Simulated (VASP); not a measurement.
Input of a VASP 6.6.1 run:

INCAR

```
SYSTEM = RbVF3
  PREC = Accurate
  ENCUT = 520
  EDIFF = 1E-7
  ISMEAR = 0
  SIGMA = 0.05
  LREAL = .FALSE.
  LASPH = .TRUE.
  NELM = 150
  ALGO = Normal
  ISIF = 2
  LWAVE = .FALSE.
  LCHARG = .FALSE.
  ISPIN = 2
  MAGMOM = 0 3 0 0 0
  LORBIT = 11
  LMAXMIX = 4
  LDAU = .TRUE.
  LDAUTYPE = 2
  LDAUL = -1 2 -1
  LDAUU = 0 4 0
  LDAUJ = 0 0 0
  LDAUPRINT = 1
  GGA = CA
  NBANDS = 34
```

The input KPOINTS:

```
Automatic mesh
0
G
  5 5 5
  0 0 0
```

File POSCAR:

```
RbVF3
1.0
    4.1819996800      0.0000000000      0.0000000000
    0.0000000000      4.1819996800      0.0000000000
    0.0000000000      0.0000000000      4.1819996800
Rb V F
1 1 3
Direct
    0.0000000000      0.0000000000      0.0000000000
    0.5000000000      0.5000000000      0.5000000000
    0.5000000000      0.5000000000      0.0000000000
    0.0000000000      0.5000000000      0.5000000000
    0.5000000000      0.0000000000      0.5000000000
```

Potentials or basis: VASP PAW LDA potentials, release 64 (Rb_sv, V_sv, F).

Launch:

```bash
$ cat potpaw_LDA.64/Rb_sv/POTCAR potpaw_LDA.64/V_sv/POTCAR potpaw_LDA.64/F/POTCAR > POTCAR
$ mpirun -np 1 vasp_std > vasp.out
```

Problem. Estimate the site moments.

Solution. Rb +0.00; V +2.72; F +0.01 μB.

Problem. Predict the net moment.

Solution. 3.00 μB per cell.

Problem. Predict the band gap on the k mesh.

Solution. 2.28 eV, indirect (least direct gap 3.38 eV).

Problem. What does it give for the pressure?

Solution. -3.2 GPa.

Eigenvalues of the final occupation matrices:
| site | spin | trace | eigenvalues |
| --- | --- | --- | --- |
| site 2 d | 1 | 2.92 | 0.09 0.09 0.91 0.91 0.91 |
| site 2 d | 2 | 0.21 | 0.02 0.02 0.02 0.08 0.08 |

A k mesh can miss the band edges. The state reached can hang on the start; a lower one may exist.
